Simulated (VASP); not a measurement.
Input of a VASP 6.6.1 run:

The input INCAR:

```
SYSTEM = Al
ALGO = Fast
EDIFF = 1E-6
ENCUT = 520
GGA = PE
ISIF = 2
ISMEAR = -1
LASPH = .True.
LCHARG = .False.
LREAL = .False.
LWAVE = .False.
NBANDS = 10
NELM = 60
PREC = Accurate
SIGMA = 0.05
```

Contents of KPOINTS:

```
k-points
0
Gamma
  7 7 10
  0 0 0
```

Contents of POSCAR:

```
Al
1.0
    4.5162141141      0.0000000000      0.0000000000
   -2.2581120235      3.9111524923      0.0000000000
    0.0000000000      0.0000000000      2.7354466914
Al
2
Direct
    0.3333300000      0.6666700000      0.5000000000
    0.6666700000      0.3333300000      0.5000000000
```

Potentials or basis: VASP PAW PBE potentials, release 64 (Al).

Launch:

```console
$ cat potpaw_PBE.64/Al/POTCAR > POTCAR
$ mpirun -np 1 vasp_std > vasp.out
```

Q: Estimate the pressure.

A: 0.9 GPa.

Q: Estimate the band gap on the k mesh.

A: Zero (band 3 reaches 6.51 eV, above the bottom of band 4 at 3.09 eV).

Stress tensor (GPa, compression positive):
```
1.13 0.00 0.00
0.00 1.13 0.00
0.00 0.00 0.31
```
